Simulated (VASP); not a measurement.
Crystal: HfO2.

```xyz
3
Lattice="0.0000 2.5292 2.5292 2.5292 0.0000 2.5292 2.5292 2.5292 0.0000" Properties=species:S:1:pos:R:3 pbc="T T T"
Hf    0.0000    0.0000    0.0000
O     1.2646    1.2646    1.2646
O     3.7938    3.7938    3.7938
```

Base run:

```yaml
Program: VASP 6.6.1
Functional: PBE
Potentials_or_basis: VASP PAW PBE potentials, release 64 (Hf_pv, O)
Cutoff: 520 eV
k_mesh: 6 × 6 × 6
Occupations: gaussian, width 0.01 eV
Spin: no spin polarisation
```

Its results: band gap on the k mesh 3.82 eV, direct; pressure 2.1 GPa.

The run is repeated on the same cell with these changes: functional from PBE to r2SCAN. What comes out?

Band gap on the k mesh 4.31 eV, direct; pressure -4.0 GPa.

r2SCAN gives the wider gap, since meta-GGAs in the generalised Kohn-Sham scheme recover part of the derivative discontinuity.

Caveats: spin-orbit coupling is left out, which moves the levels of the heavy elements; the PAW data sets were made with another functional, which shifts forces and pressure a little (some runs).

A k mesh can miss the band edges.
